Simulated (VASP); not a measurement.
AlN, 2 atoms in the cell. It takes space group F-43m (No. 216, cubic). The conventional cell has a = 4.370 Å, b = 4.370 Å, c = 4.370 Å, α = 90.00°, β = 90.00°, γ = 90.00°. Within 2.5 Å of Al (site symmetry -43m) lie 4 N at 1.89 Å. N (site symmetry -43m) has 4 Al at 1.89 Å within 2.5 Å. 

```yaml
Program: VASP 6.6.1
Task: single point
Functional: PBE
Potentials_or_basis: VASP PAW PBE potentials, release 64 (Al, N)
Cutoff: 520 eV
k_mesh: 10 × 10 × 10
Occupations: gaussian, width 0.01 eV
Spin: no spin polarisation
Dipole_correction: no
Further_INCAR_settings: ALGO = Normal; EDIFF = 1e-06; NBANDS = 11
```

Potentials or basis: VASP PAW PBE potentials, release 64 (Al, N).

Command:

```sh
$ cat potpaw_PBE.64/Al/POTCAR potpaw_PBE.64/N/POTCAR > POTCAR
$ mpirun -np 1 vasp_std > vasp.out
```

Hardware: 1 thread of Intel(R) Xeon(R) 6975P-C (Granite Rapids), on a shared host.

Q: How long does it take, and how much memory?

A: Wall time 3.4 s on 1 thread of Intel(R) Xeon(R) 6975P-C (Granite Rapids), on a shared host, peak memory 0.13 GiB. Counts: scf iterations 12, k points 47.
